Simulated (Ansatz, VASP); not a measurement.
**BN: VASP beside Ansatz**

```
B N
1.0
     2.50644    0.00000    0.00000
    -1.25322    2.17064    0.00000
     0.00000    0.00000    6.61685
B N
2 2
Direct
  0.33333 0.66667 0.25000
  0.66667 0.33333 0.75000
  0.40244 0.80487 0.70466
  0.66667 0.33333 0.25000
```

Alike in both runs: task single point; functional PBE; dispersion D3(BJ); k mesh 12 × 12 × 4; occupations gaussian, width 0.05 eV; no spin polarisation.

|  | VASP | Ansatz |
| --- | --- | --- |
| version | VASP 6.6.1 | Ansatz 0.2.0 |
| potentials or method | VASP PAW PBE potentials, release 64 (B, N), cutoff 520 eV | scalar-relativistic, plane waves, PAW |
| valence electrons in the cell | 16 | 16 |

|  | VASP | Ansatz | Ansatz less VASP |
| --- | --- | --- | --- |
| gap on the k mesh at the Fermi level (eV) | 1.35 | 1.36 | +0.003 |
| least direct gap on the mesh (eV) | 2.52 | 2.53 | +0.006 |
| pressure (GPa) | 17.5 | 17.4 | -0.10 |
| traceless stress, the component that is largest in VASP (GPa) | 36.74 | 36.40 | -0.345 |
| rms of the force components (eV/Å) | 7.091 | 7.055 | -0.0351 |

Atom by atom the forces differ by 0.036 eV/Å (rms over components).
